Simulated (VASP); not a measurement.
Write the native input for VASP 6.6.1 that does the following.

| Property | Result |
| --- | --- |
| Task | single point |
| Functional | PBE |
| Potentials or basis | VASP PAW PBE potentials, release 64 (Ba_sv, Os) |
| Cutoff | 520 eV |
| k mesh | 8 × 8 × 8 |
| Occupations | gaussian, width 0.05 eV |
| Spin | no spin polarisation |
| Dipole correction | no |
| Further INCAR settings | ALGO = Normal; EDIFF = 1e-06; NBANDS = 25 |

The structure of BaOs3 lies in POSCAR:

```
BaOs3
1.0
    4.1850759742      0.0000000000      0.0000000000
    0.0000000000      4.1850759742      0.0000000000
    0.0000000000      0.0000000000      4.1850759742
Ba Os
1 3
Direct
    0.0000000000      0.0000000000      0.0000000000
    0.0000000000      0.5000000000      0.5000000000
    0.5000000000      0.5000000000      0.0000000000
    0.5000000000      0.0000000000      0.5000000000
```

One way to write it, as run:

INCAR

```
SYSTEM = BaOs3
PREC     = Accurate       ! precision mode
ENCUT    = 520            ! plane-wave cutoff, eV
EDIFF    = 1E-6           ! SCF threshold, eV
ISMEAR   = 0              ! smearing method
SIGMA    = 0.05           ! smearing width, eV
LREAL    = .FALSE.        ! projectors in reciprocal space
LASPH    = .TRUE.         ! aspherical terms in the spheres
NELM     = 60             ! most SCF steps
ALGO     = Normal         ! electronic algorithm
ISIF     = 2              ! what is computed and relaxed
LWAVE    = .FALSE.        ! write WAVECAR
LCHARG   = .FALSE.        ! write CHGCAR
GGA      = PE             ! functional
NBANDS   = 25             ! bands
```

KPOINTS

```
Automatic mesh
0
G
  8 8 8
  0 0 0
```

Potentials or basis: VASP PAW PBE potentials, release 64 (Ba_sv, Os).

Run with:

```sh
$ cat potpaw_PBE.64/Ba_sv/POTCAR potpaw_PBE.64/Os/POTCAR > POTCAR
$ mpirun -np 1 vasp_std > vasp.out
```

Results of the run:

```
Pressure               : 4.5 GPa
Band gap on the k mesh : zero (band 17 reaches 7.88 eV, above the bottom of band 18 at 5.83 eV)
```

Caveat: spin-orbit coupling is left out, which moves the levels of the heavy elements.

Run time: 19 s on 1 thread of Intel(R) Xeon(R) 6975P-C (Granite Rapids) (shared host), peak memory 0.21 GiB.
